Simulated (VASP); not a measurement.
Input of a VASP 6.6.1 run:

INCAR

```
SYSTEM = TePt
  PREC = Accurate
  ENCUT = 520
  EDIFF = 1E-6
  ISMEAR = -1
  SIGMA = 0.05
  LREAL = .FALSE.
  LASPH = .TRUE.
  NELM = 100
  ALGO = Normal
  ISIF = 2
  LWAVE = .FALSE.
  LCHARG = .FALSE.
  GGA = PS
  NBANDS = 24
```

KPOINTS

```
Automatic mesh
0
G
  7 7 5
  0 0 0
```

Contents of POSCAR:

```
TePt
1.0
    4.3189767956      0.0000000000      0.0000000000
   -2.1594883978      3.7403436233      0.0000000000
    0.0000000000      0.0000000000      5.7362765309
Pt Te
2 2
Direct
    0.0000000000      0.0000000000      0.0000000000
    0.0000000000      0.0000000000      0.5000000000
    0.3333333333      0.6666666667      0.2500000000
    0.6666666667      0.3333333333      0.7500000000
```

Potentials or basis: VASP PAW PBE potentials, release 64 (Pt, Te).

Command:

```bash
$ cat potpaw_PBE.64/Pt/POTCAR potpaw_PBE.64/Te/POTCAR > POTCAR
$ mpirun -np 1 vasp_std > vasp.out
```

Question: Estimate the band gap on the k mesh.

Answer: Zero (bands 16 and 17 overlap by 0.85 eV).

Question: What does it give for the pressure?

Answer: -9.0 GPa.

Stress tensor (GPa, compression positive):
```
 -8.43   0.00   0.00
  0.00  -8.43   0.00
  0.00   0.00 -10.19
```

Caveat: the cell stands under tension; the PAW data sets were made with another functional, which shifts forces and pressure a little; spin-orbit coupling is left out, which moves the levels of the heavy elements.
